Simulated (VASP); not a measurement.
The system is B4C3.

```
B C
1.0
     3.63300    0.00000    0.00000
     0.00000    3.63300    0.00000
     0.00000    0.00000    3.63300
B C
4 3
Cartesian
  0.8926 0.8926 2.7404
  2.7404 2.7404 2.7404
  0.8926 2.7404 0.8926
  2.7404 0.8926 0.8926
  0.0000 0.0000 1.8165
  1.8165 0.0000 0.0000
  0.0000 1.8165 0.0000
```

The cell was built from a structure type or drawn by symmetry, and may not be a known phase.

```yaml
Program: VASP 6.6.1
Task: relaxation of cell and atoms
Functional: PBE
Potentials_or_basis: VASP PAW PBE potentials, release 64 (B, C)
Cutoff: 600 eV
k_mesh: 6 × 6 × 6
Occupations: gaussian, width 0.1 eV
Spin: no spin polarisation
```

At the start: pressure 24.4 GPa; volume 6.85 Å³/atom.

Problem. Where does the relaxation end?

Solution. Over 12 steps the energy falls by 376.4 meV/atom and the volume is 8.19 Å³/atom (+19.6 %); space group P-43m (No. 215, to 0.1 Å) before and after.

The path:
| step | energy change (eV) | largest force (eV/Å) | pressure (GPa) | volume (Å³) |
| --- | --- | --- | --- | --- |
| 1 | 0.0000 | 1.9952 | 24.36 | 47.95 |
| 2 | -1.5196 | 3.1640 | -4.78 | 55.55 |
| 3 | -1.8348 | 2.6539 | -16.08 | 59.87 |
| 4 | -2.4206 | 0.6087 | -13.61 | 60.88 |
| 5 | -2.4528 | 0.4240 | -13.45 | 61.11 |
| 6 | -2.4554 | 0.0186 | -13.18 | 61.58 |
| 7 | -2.4617 | 0.2039 | -13.34 | 61.35 |
| 8 | -2.6283 | 0.0813 | -2.64 | 58.04 |
| 9 | -2.6338 | 0.0543 | -0.16 | 57.38 |
| 10 | -2.6338 | 0.0515 | 0.14 | 57.31 |
| 11 | -2.6340 | 0.0451 | 0.15 | 57.31 |
| 12 | -2.6346 | 0.0255 | 0.19 | 57.34 |

Final structure:
```xyz
7
Lattice="3.8561 0.0000 0.0000 0.0000 3.8561 0.0000 0.0000 0.0000 3.8561" Properties=species:S:1:pos:R:3 pbc="T T T"
B     0.7713    0.7713    3.0848
B     3.0848    3.0848    3.0848
B     0.7713    3.0848    0.7713
B     3.0848    0.7713    0.7713
C     0.0000    0.0000    1.9281
C     1.9281    0.0000    0.0000
C     0.0000    1.9281    0.0000
```

Caveat: the volume moved by over 15 % at a fixed basis, so the end points are rough.
